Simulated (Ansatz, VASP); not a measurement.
**One calculation of Ta4Al, two programs**

The input INCAR:

```
PREC     = Accurate       # precision mode
ENCUT    = 520            # plane-wave cutoff, eV
EDIFF    = 1E-7           # SCF threshold, eV
ISMEAR   = 0              # smearing method
SIGMA    = 0.2            # smearing width, eV
LREAL    = F              # projectors in reciprocal space
LASPH    = T              # aspherical terms in the spheres
NELM     = 80             # most SCF steps
ALGO     = Fast           # electronic algorithm
ISIF     = 2              # what is computed and relaxed
LWAVE    = F              # write WAVECAR
LCHARG   = F              # write CHGCAR
GGA      = PE             # functional
NBANDS   = 58             # bands
```

Contents of KPOINTS:

```
Automatic mesh
0
Gamma
  6 4 6
```

File POSCAR:

```
Ta4Al
1.0
   -3.4029304801      3.4029304801      0.0000000000
    3.4029304801      3.4029304801      0.0000000000
    1.7014652400     -1.7014652400     -7.6454262132
Ta Al
8 2
Direct
    0.8032386984      0.0000000000      0.6064773968
    0.3032386984      0.5000000000      0.6064773968
    0.6967613016      0.5000000000      0.3935226032
    0.1967613016      1.0000000000      0.3935226032
    0.9043913944      0.5000000000      0.8087827887
    0.4043913944      1.0000000000      0.8087827887
    0.0956086056      0.5000000000      0.1912172113
    0.5956086056      0.0000000000      0.1912172113
    0.5000000000      0.5000000000      0.0000000000
    0.0000000000      0.0000000000      0.0000000000
```

Input for Ansatz:

```yaml
crystal:
  lattice:
    - [-3.4029304801, 3.4029304801, 0.0]
    - [3.4029304801, 3.4029304801, 0.0]
    - [1.70146524, -1.70146524, -7.6454262132]
  atoms:
    - { symbol: Ta, position: [0.8032386984, 0.0, 0.6064773968] }
    - { symbol: Ta, position: [0.3032386984, 0.5, 0.6064773968] }
    - { symbol: Ta, position: [0.6967613016, 0.5, 0.3935226032] }
    - { symbol: Ta, position: [0.1967613016, 1.0, 0.3935226032] }
    - { symbol: Ta, position: [0.9043913944, 0.5, 0.8087827887] }
    - { symbol: Ta, position: [0.4043913944, 1.0, 0.8087827887] }
    - { symbol: Ta, position: [0.0956086056, 0.5, 0.1912172113] }
    - { symbol: Ta, position: [0.5956086056, 0.0, 0.1912172113] }
    - { symbol: Al, position: [0.5, 0.5, 0.0] }
    - { symbol: Al, position: [0.0, 0.0, 0.0] }
basis:
  ecutwfc: 420
kpoints:
  mp_grid: { grid: [6, 4, 6] }
hamiltonian:
  xc: pbe
scf:
  occupations: { method: gaussian, width: 0.2 }
  lower_state_search: "off"
output:
  forces: true
  stress: true
  eigenvalues: true
```

Alike in both runs: task single point; functional PBE; k mesh 6 × 4 × 6; occupations gaussian, width 0.2 eV; no spin polarisation.

|  | VASP | Ansatz |
| --- | --- | --- |
| version | VASP 6.6.1 | Ansatz 0.2.0 |
| potentials or method | VASP PAW PBE potentials, release 64 (Ta_pv, Al), cutoff 520 eV | scalar-relativistic, plane waves, PAW |
| valence electrons in the cell | 94 | 110 |

Ansatz gave:

| Item | Value |
| --- | --- |
| gap on the k mesh at the Fermi level (eV) | none |
| pressure (GPa) | 0.0 |
| traceless stress, the component that is largest in VASP (GPa) | 0.15 |
| rms of the force components (eV/Å) | 0.013 |

Problem. Estimate VASP's values.

Solution. gap on the k mesh at the Fermi level (eV): none; pressure (GPa): 0.0; traceless stress, the component that is largest in VASP (GPa): 0.13; rms of the force components (eV/Å): 0.012.

Atom by atom the forces differ by 0.002 eV/Å (rms over components). A gap of «none» marks a metal or a gap that the smearing closes. VASP's potentials hold 94 valence electrons a cell and Ansatz's 110, so a difference there can come from the potentials and not from the codes.

Neither program's run includes spin-orbit coupling.
